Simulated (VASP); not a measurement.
# SnTe in VASP: notebook, part 2 of 2

VASP 6.6.1.

### 5 Single point, PBEsol (equal xx and yy strain of -1 %)

Contents of INCAR:

```
SYSTEM = SnTe
ALGO = Normal
EDIFF = 1E-7
ENCUT = 520
GGA = PS
ISIF = 2
ISMEAR = -1
LASPH = .True.
LCHARG = .False.
LREAL = .False.
LWAVE = .False.
NBANDS = 17
NELM = 60
PREC = Accurate
SIGMA = 0.08
```

Contents of KPOINTS:

```
k-points
0
Gamma
  11 11 11
  0 0 0
```

Contents of POSCAR:

```
SnTe
1.0
    0.0000000000      3.1249350000      3.1565000000
    3.1249350000      0.0000000000      3.1565000000
    3.1249350000      3.1249350000      0.0000000000
Sn Te
1 1
Direct
    0.0000000000      0.0000000000      0.0000000000
    0.5000000000      0.5000000000      0.5000000000
```

Potentials or basis: VASP PAW PBE potentials, release 64 (Sn_d, Te).

Run with:

```console
> cat potpaw_PBE.64/Sn_d/POTCAR potpaw_PBE.64/Te/POTCAR > POTCAR
> mpirun -np 1 vasp_std > vasp.out
```

OUTCAR:

```text
SYSTEM = SnTe
   EDIFF = 1E-7
   ENCUT = 520
   GGA = PS
   ISIF = 2
   ISMEAR = -1
   LASPH = .True.
   LREAL = .False.
   NELM = 60
   PREC = Accurate

 ion  position               nearest neighbor table
   1  0.000  0.000  0.000-   2 3.12   2 3.12   2 3.12   2 3.12   2 3.16   2 3.16
   2  0.500  0.500  0.500-   1 3.12   1 3.12   1 3.12   1 3.12   1 3.16   1 3.16

  LATTYP: Found a body centered tetragonal cell.
 ALAT       =     4.4193254585
 C/A-ratio  =     1.4284985479

  Lattice vectors:

 A1 = (  -3.1249350000,   0.0000000000,   3.1565000000)
 A2 = (   3.1249350000,   0.0000000000,   3.1565000000)
 A3 = (   0.0000000000,   3.1249350000,  -3.1565000000)

Analysis of symmetry for initial positions (statically):
=====================================================================
 Subroutine PRICEL returns:
 Original cell was already a primitive cell.

 Routine SETGRP: Setting up the symmetry group for a
 body centered tetragonal supercell.

 Subroutine GETGRP returns: Found 16 space group operations
 (whereof 16 operations were pure point group operations)
 out of a pool of 16 trial point group operations.

The static configuration has the point symmetry D_4h.

Analysis of symmetry for dynamics (positions and initial velocities):
=====================================================================
 Subroutine PRICEL returns:
 Original cell was already a primitive cell.

 Routine SETGRP: Setting up the symmetry group for a
 body centered tetragonal supercell.

 Subroutine GETGRP returns: Found 16 space group operations
 (whereof 16 operations were pure point group operations)
 out of a pool of 16 trial point group operations.

The dynamic configuration has the point symmetry D_4h.

 Subroutine INISYM returns: Found 16 space group operations
 (whereof 16 operations are pure point group operations),
 and found     1 'primitive' translations

----------------------------------------------------------------------------------------
[... 106 lines left out ...]
   EMIN   =  10.00;   EMAX   =-10.00  energy-range for DOS
   EFERMI =   0.00;   METHOD = LEGACY
   ISMEAR =    -1;   SIGMA  =   0.08  broadening in eV -4-tet -1-fermi 0-gaus
   EFERMI_NEDOS =   21; number of points for ismear=-14 and -15
   IALGO  =     38    algorithm
   IMIX   =      4    mixing-type and parameters
     AMIX     =   0.40;   BMIX     =  1.00
     AMIX_MAG =   1.60;   BMIX_MAG =  1.00
  volume/ion in A,a.u.               =      30.82       208.01
  Fermi-wavevector in a.u.,A,eV,Ry     =   1.124896  2.125745 17.216679  1.265390
  Thomas-Fermi vector in A             =   2.261570
   LORBIT       =      0    0 simple, 1 ext, 2 COOP (PROOUT), +10 PAW based schemes
   GGA     = PS    functional components
   LHFCALC =     F    Hartree Fock is set to
   AEXX    =    0.0000 exact exchange contribution
   IVDW    =     0    specifies the selected vdW correction
   LEPSILON=     F    determine dielectric tensor
   LRPA    =     F    only Hartree local field effects (RPA)
 non-spin polarized calculation
  energy-cutoff  :      520.00
  volume of cell :       61.65
 maximum number of plane-waves:      1679
 NGX is ok and might be reduce to    36
   NGX = 17   NGY = 17   NGZ = 17

 number of electron      19.9999997 magnetization

 Free energy of the ion-electron system (eV)
  ---------------------------------------------------
  ext. energy  EPLUGINS =         0.00000000
  ---------------------------------------------------
  free energy    TOTEN  =        -8.33738480 eV

  energy without entropy =       -8.33535449  energy(sigma->0) =       -8.33636965

 E-fermi :   6.9852     XC(G=0):  -9.7180

 val. band max:        6.8116066466   @ k =   0.4545   0.0000   0.0000
 cond. band min:       7.2467082442   @ k =   0.4545   0.0000   0.0000
 fundamental gap:      0.4351015977
 Fermi energy:         6.9851781614

 k-point     1 :       0.0000    0.0000    0.0000
  band No.  band energies     occupation
      1     -14.7988      2.00000
      2     -14.7956      2.00000
      3     -14.7903      2.00000
      4     -14.7903      2.00000
      5     -14.7877      2.00000
      6      -5.9409      2.00000
[... 457 lines left out ...]
      4     -14.7867      2.00000
      5     -14.7823      2.00000
      6      -5.2241      2.00000
[... 9 lines left out ...]
     16      14.7431      0.00000
     17      14.9378      0.00000

 [... further k-points ...]
[... 5 lines left out ...]
  --------------------------------------------------------------------------------------
  -------------------------------------------------------------------------------------
  Total        0.3391204      0.3391204     -0.1875712      0.0000000      0.0000000      0.0000000
  in kB        8.8134669      8.8134669     -4.8748240      0.0000000      0.0000000      0.0000000
  external PRESSURE =       4.2507033 kB  Pullay stress =       0.0000000 kB

 VOLUME and BASIS-vectors are now :
 -----------------------------------------------------------------------------
  energy-cutoff  :      520.00
  volume of cell :       61.65
      direct lattice vectors                 reciprocal lattice vectors
     0.000000000  3.124935000  3.156500000    -0.160003328  0.160003328  0.158403295
     3.124935000  0.000000000  3.156500000     0.160003328 -0.160003328  0.158403295
     3.124935000  3.124935000  0.000000000     0.160003328  0.160003328 -0.158403295

 POSITION                                       TOTAL-FORCE (eV/Angst)
 -----------------------------------------------------------------------------------
      0.00000      0.00000      0.00000         0.000000      0.000000     -0.000000
      3.12493      3.12493      3.15650        -0.000000     -0.000000      0.000000
 -----------------------------------------------------------------------------------
    total drift:                               -0.000000      0.000000      0.000000

  FREE ENERGIE OF THE ION-ELECTRON SYSTEM (eV)
  ---------------------------------------------------
  free  energy   TOTEN  =        -8.3373848044 eV

  energy  without entropy=       -8.3353544869  energy(sigma->0) =       -8.33636965
```

stdout:

```text
POSCAR found type information on POSCAR SnTe
 POSCAR found :  2 types and       2 ions
 scaLAPACK will be used
 -----------------------------------------------------------------------------
|                                                                             |
|                                                                             |
|     You enforced a specific xc type in the INCAR file but a different       |
|     I HOPE YOU KNOW WHAT YOU ARE DOING!                                     |
|                                                                             |
 -----------------------------------------------------------------------------

 LDA part: xc-table for (Slater+PW92), standard interpolation
 POSCAR, INCAR and KPOINTS ok, starting setup
 FFT: planning ... GRIDC
 FFT: planning ... GRID_SOFT
 FFT: planning ... GRID
 WAVECAR not read
 entering main loop
```

Wall time 99 s (1 thread of Intel Xeon Platinum 8259CL at 2.50GHz (Skylake/Cascade Lake), shared host); peak memory 0.3 GiB.

What came out:

| Property | Result |
| --- | --- |
| Free energy | -8.3374 eV |
| Pressure | 0.4 GPa |
| Band gap on the k mesh | 0.44 eV |

Levels at points of the mesh, in eV from the valence-band top:
| k point | band 8 | band 9 | band 10 | band 11 | band 12 | band 13 |
| --- | --- | --- | --- | --- | --- | --- |
| (0.00, 0.00, 0.00) | -2.03 | -2.03 | -1.92 | 3.38 | 3.63 | 3.63 |

Caveat: the cell differs from its parent crystal (equal xx and yy strain of -1 %); the PAW data sets were made with another functional, which shifts forces and pressure a little; spin-orbit coupling is left out, which moves the levels of the heavy elements; an odd mesh through Γ misses points on the zone boundary, where band edges can lie.

### 6 Single point, PBEsol (equal xx and yy strain of +1 %)

Contents of INCAR:

```
PREC = Accurate ; ENCUT = 520
EDIFF = 1E-6 ; ISMEAR = -1
SIGMA = 0.08 ; LREAL = False
LASPH = True ; NELM = 60
ALGO = Normal ; ISIF = 2
LWAVE = False ; LCHARG = False
GGA = PS ; NBANDS = 17
```

Contents of KPOINTS:

```
regular mesh
0
Gamma
  11 11 11
```

Contents of POSCAR:

```
SnTe
1.0
    0.0000000000      3.1880650000      3.1565000000
    3.1880650000      0.0000000000      3.1565000000
    3.1880650000      3.1880650000      0.0000000000
Sn Te
1 1
Direct
    0.0000000000      0.0000000000      0.0000000000
    0.5000000000      0.5000000000      0.5000000000
```

Potentials or basis: VASP PAW PBE potentials, release 64 (Sn_d, Te).

Run with:

```console
> cat potpaw_PBE.64/Sn_d/POTCAR potpaw_PBE.64/Te/POTCAR > POTCAR
> mpirun -np 1 vasp_std > vasp.out
```

Run time: 89 s. Hardware: 1 thread of Intel Xeon Platinum 8259CL at 2.50GHz (Skylake/Cascade Lake), shared host; peak memory 0.3 GiB.

The run converged. Its results:

- Free energy: -8.3300 eV
- Pressure: -1.4 GPa
- Band gap on the k mesh: 0.41 eV

Stress tensor (GPa, compression positive):
```
-1.80  0.00  0.00
 0.00 -1.80  0.00
 0.00  0.00 -0.60
```

Levels at points of the mesh, in eV from the valence-band top:
```csv
k point,band 7,band 8,band 9,band 10,band 11,band 12,band 13,band 14
"(0.00, 0.00, 0.00)",-4.61,-1.94,-1.83,-1.83,3.40,3.40,3.63,4.93
```

Caveat: the cell differs from its parent crystal (equal xx and yy strain of +1 %); the PAW data sets were made with another functional, which shifts forces and pressure a little; spin-orbit coupling is left out, which moves the levels of the heavy elements; an odd mesh through Γ misses points on the zone boundary, where band edges can lie.

### 7 The runs side by side

| cell | gap on the mesh (eV) | pressure (GPa) |
| --- | --- | --- |
| a = 4.486 Å, angles 59.3°, 2 atoms | 0.31 | -0.6 |
| a = 4.509 Å, angles 58.7°, 2 atoms | 0.19 | -0.6 |
| a = 4.420, b = 4.420, c = 4.375 Å, angles 60.3, 60.3, 59.3°, 2 atoms | 0.39 | 1.5 |
| a = 4.442, b = 4.442, c = 4.419 Å, angles 60.2, 60.2, 59.7°, 2 atoms | 0.44 | 0.4 |
| a = 4.486, b = 4.486, c = 4.509 Å, angles 59.8, 59.8, 60.3°, 2 atoms | 0.41 | -1.4 |

Alike in all rows: task single point; level PBEsol; potentials or basis VASP PAW PBE potentials, release 64 (Sn_d, Te); no spin polarisation; k mesh 11 × 11 × 11; cutoff (eV) 520; smearing fermi-dirac 0.08 eV.

Caveats: the PAW data sets were made with another functional, which shifts forces and pressure a little; spin-orbit coupling is left out, which moves the levels of the heavy elements; an odd mesh through Γ misses points on the zone boundary, where band edges can lie.

Absolute energies hang on the potentials; compare differences alone.
